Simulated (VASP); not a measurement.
Crystal: HClF2.

```
H Cl F
1.0
     3.63639    0.00000    0.00000
    -1.81819    3.14920    0.00000
     0.00000    0.00000    5.98342
H Cl F
1 1 2
Direct
  0.00000 0.00000 0.50000
  0.00000 0.00000 0.00000
  0.00000 0.00000 0.31281
  0.00000 0.00000 0.68719
```

* Program: VASP 6.6.1
* Task: relaxation of shape and atoms at fixed volume
* Functional: PBE
* Dispersion: D3(BJ)
* Potentials or basis: VASP PAW PBE potentials, release 64 (H, Cl, F)
* Cutoff: 600 eV
* k mesh: 12 × 12 × 6
* Occupations: gaussian, width 0.02 eV
* Spin: no spin polarisation

At the start: pressure 1.5 GPa; volume 17.13 Å³/atom.

Task: Where does the relaxation end?

Result: Over 5 steps the energy falls by 2.1 meV/atom; space group P6/mmm (No. 191, to 0.1 Å) before and after.

The path:
```csv
step,energy change (eV),largest force (eV/Å),pressure (GPa),volume (Å³)
1,0.0000,0.1439,1.54,68.52
2,-0.0063,0.1988,-0.19,68.52
3,-0.0082,0.0931,0.37,68.52
4,-0.0084,0.0520,0.26,68.52
5,-0.0085,0.0009,0.30,68.52
```

Final structure:
```
H Cl F
1.0
     3.61862    0.00000    0.00000
    -1.80931    3.13382    0.00000
     0.00000    0.00000    6.04231
H Cl F
1 1 2
Cartesian
  0.0000 0.0000 3.0212
  0.0000 0.0000 0.0000
  0.0000 0.0000 1.8879
  -1.8093 3.1338 4.1544
```

Where two steps share one volume, the run began anew on that cell with a basis built for it.
